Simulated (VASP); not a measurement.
Set up this calculation in VASP 6.6.1, as the native input.

| Item | Value |
| --- | --- |
| Task | single point |
| Functional | PBE |
| Potentials or basis | VASP PAW PBE potentials, release 64 (Ba_sv, O) |
| Cutoff | 520 eV |
| k mesh | 2 × 2 × 2 |
| Occupations | gaussian, width 0.1 eV |
| Spin | no spin polarisation |
| Dipole correction | no |
| Further INCAR settings | LREAL = Auto; ALGO = Normal; EDIFF = 1e-06; NBANDS = 97 |

The structure of Ba16O (a cell with a defect) lies in POSCAR:

```
Ba16O
1.0
   10.0400000000      0.0000000000      0.0000000000
    0.0000000000     10.0400000000      0.0000000000
    0.0000000000      0.0000000000     10.0400000000
Ba O
16 1
Direct
   -0.0001595618     -0.0065754980     -0.0069511952
    0.4998086653     -0.0103332669      0.0143791833
   -0.0001578685      0.5073764940     -0.0071716135
   -0.0002389442      0.0044621514      0.5024212151
    0.2392871514      0.2504264940      0.2357518924
    0.4998048805      0.5110234064      0.0141703187
    0.4998648406      0.0304713147      0.5045697211
    0.7603952191      0.2504241036      0.2356629482
   -0.0002435259      0.4962666335      0.5026014940
    0.2429486056      0.7503490040      0.2573006972
    0.2796299801      0.2503115538      0.7456596614
    0.4998584661      0.4705587649      0.5046566733
    0.7566918327      0.7503501992      0.2572071713
    0.7199140438      0.2503043825      0.7456982072
    0.2538722112      0.7505452191      0.7475290837
    0.7457969124      0.7505393426      0.7476028884
    0.4997517928      0.2505267928      0.6252891434
```

The input as run:

INCAR

```
PREC     = Accurate       # precision mode
ENCUT    = 520            # plane-wave cutoff, eV
EDIFF    = 1E-6           # SCF threshold, eV
ISMEAR   = 0              # smearing method
SIGMA    = 0.1            # smearing width, eV
LREAL    = Auto         
LASPH    = True           # aspherical terms in the spheres
NELM     = 80             # most SCF steps
ALGO     = Normal         # electronic algorithm
ISIF     = 2              # what is computed and relaxed
LWAVE    = False          # write WAVECAR
LCHARG   = False          # write CHGCAR
GGA      = PE             # functional
NBANDS   = 97             # bands
```

KPOINTS

```
regular mesh
0
Gamma
  2 2 2
```

Potentials or basis: VASP PAW PBE potentials, release 64 (Ba_sv, O).

Launch:

```bash
$ cat potpaw_PBE.64/Ba_sv/POTCAR potpaw_PBE.64/O/POTCAR > POTCAR
$ mpirun -np 1 vasp_std > vasp.out
```

Results of the run:

```json
{
 "Pressure": "0.4 GPa",
 "Largest force": "0.218 eV/Å",
 "Band gap on the k mesh": "zero (bands 83 and 84 overlap by 0.42 eV)"
}
```

Caveat: spin-orbit coupling is left out, which moves the levels of the heavy elements.

Wall time 29 min on 1 thread of Oxide Virtual Turin-like Processor, on a shared host, peak memory 1.2 GiB.
